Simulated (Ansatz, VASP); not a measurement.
## LiCl in VASP and in Ansatz

The input INCAR:

```
  PREC = Accurate
  ENCUT = 520
  EDIFF = 1E-6
  ISMEAR = -1
  SIGMA = 0.05
  LREAL = F
  LASPH = T
  NELM = 80
  ALGO = Normal
  ISIF = 2
  LWAVE = F
  LCHARG = F
  GGA = PS
  NBANDS = 12
```

Contents of KPOINTS:

```
regular mesh
0
Gamma
  9 9 9
```

Contents of POSCAR:

```
LiCl
1.0
    0.0000000000      2.5817557268      2.5817557268
    2.5817557268      0.0000000000      2.5817557268
    2.5817557268      2.5817557268      0.0000000000
Cl Li
1 1
Direct
    0.5000000000      0.5000000000      0.5000000000
    0.0000000000      0.0000000000      0.0000000000
```

input.yaml

```yaml
crystal:
  lattice:
    - [0.0, 2.5817557268, 2.5817557268]
    - [2.5817557268, 0.0, 2.5817557268]
    - [2.5817557268, 2.5817557268, 0.0]
  atoms:
    - { symbol: Cl, position: [0.5, 0.5, 0.5] }
    - { symbol: Li, position: [0.0, 0.0, 0.0] }
kpoints:
  mp_grid: { grid: [9, 9, 9] }
scf:
  occupations: { method: fermi_dirac, width: 0.05 }
hamiltonian:
  xc: pbesol
  pseudopotentials: { kind: all_electron, lapw: { basis_error: 0.0005 } }
output:
  forces: true
  stress: true
  eigenvalues: true
```

Change from the starting cell: volume scaled by 1.02.

Alike in both runs: task single point; functional PBEsol; k mesh 9 × 9 × 9; occupations fermi-dirac, width 0.05 eV; no spin polarisation.

|  | VASP | Ansatz |
| --- | --- | --- |
| version | VASP 6.6.1 | Ansatz 0.2.0 |
| potentials or method | VASP PAW PBE potentials, release 64 (Cl, Li_sv), cutoff 520 eV | all-electron LAPW, scalar-relativistic |

```tsv
	VASP	Ansatz	Ansatz less VASP
gap on the k mesh at the Fermi level (eV)	6.03	6.02	-0.011
least direct gap on the mesh (eV)	6.03	6.02	-0.011
```

VASP's potentials were made for PBE, not for PBEsol. Ansatz ran all-electron here, and VASP with PAW potentials.

Noted on VASP's run: the cutoff is under 1.25 times that of the potentials, so the pressure is a little rough.
